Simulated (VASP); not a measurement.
ZnS:

```xyz
2
Lattice="0.0000 2.7020 2.7020 2.7020 0.0000 2.7020 2.7020 2.7020 0.0000" Properties=species:S:1:pos:R:3 pbc="T T T"
Zn    4.0530    4.0530    4.0530
S     0.0000    0.0000    0.0000
```

Base run:

```yaml
Program: VASP 6.6.1
Functional: PBEsol
Potentials_or_basis: VASP PAW PBE potentials, release 64 (Zn, S)
Cutoff: 520 eV
k_mesh: 6 × 6 × 6
Occupations: fermi-dirac, width 0.05 eV
Spin: no spin polarisation
```

Its results: band gap on the k mesh 1.98 eV; pressure -1.8 GPa.

The run is repeated on the same cell with these changes: functional from PBEsol to PBE-based screened hybrid with 5 % exact exchange; k mesh from 6 × 6 × 6 to 5 × 5 × 5. What comes out?

Band gap on the k mesh 2.35 eV; pressure 1.6 GPa.

Several settings changed at once.

Caveats: the PAW data sets were made with another functional, which shifts forces and pressure a little.

